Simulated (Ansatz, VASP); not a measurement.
## One calculation of Pt, two programs

Contents of POSCAR:

```
Pt
1.0
    0.0000000000      1.9697716340      1.9697716340
    1.9697716340      0.0000000000      1.9697716340
    1.9697716340      1.9697716340      0.0000000000
Pt
1
Direct
    0.0000000000      0.0000000000      0.0000000000
```

Contents of INCAR.step1:

```
ALGO = Normal
EDIFF = 1E-5
ENCUT = 550
GGA = PE
GGA_COMPAT = F
ISMEAR = 1
LASPH = T
LCHARG = F
LREAL = F
LWAVE = T
NBANDS = 11
NELM = 120
PREC = Accurate
SIGMA = 0.1
```

The input INCAR.step2:

```
ALGO = Normal
EDIFF = 1E-6
ENCUT = 550
GGA_COMPAT = F
ISIF = 2
ISMEAR = 1
ISTART = 1
LASPH = T
LCHARG = F
LMIXTAU = T
LREAL = F
LWAVE = F
METAGGA = R2SCAN
NBANDS = 11
NELM = 120
PREC = Accurate
SIGMA = 0.1
```

Contents of KPOINTS:

```
k-points
0
Gamma
  35 35 35
```

Input for Ansatz:

```yaml
crystal:
  lattice:
    - [0.0, 1.969771634, 1.969771634]
    - [1.969771634, 0.0, 1.969771634]
    - [1.969771634, 1.969771634, 0.0]
  atoms:
    - { symbol: Pt, position: [0.0, 0.0, 0.0] }
kpoints:
  mp_grid: { grid: [35, 35, 35] }
scf:
  occupations: { method: cold, width: 0.1 }
hamiltonian:
  xc: r2scan
  pseudopotentials: { kind: paw }
output:
  forces: true
  stress: true
  populations: false
```

Alike in both runs: task single point; functional r2SCAN; k mesh 35 × 35 × 35; no spin polarisation.

|  | VASP | Ansatz |
| --- | --- | --- |
| version | VASP 6.6.1 | Ansatz 0.2.0 |
| potentials or method | VASP PAW PBE potentials, release 64 (Pt) | plane-wave PAW, scalar-relativistic |
| plane-wave cutoff (eV) | 550 | 500 |
| occupations | methfessel-paxton of order 1, width 0.1 eV | cold, width 0.1 eV |
| valence electrons in the cell | 10 | 18 |

|  | VASP | Ansatz | Ansatz less VASP |
| --- | --- | --- | --- |
| pressure (GPa) | 0.8 | 0.0 | -0.73 |

VASP's potentials were made for PBE, not for r2SCAN. VASP's potentials hold 10 valence electrons a cell and Ansatz's 18, so a difference there can come from the potentials and not from the codes.

Neither program's run includes spin-orbit coupling.
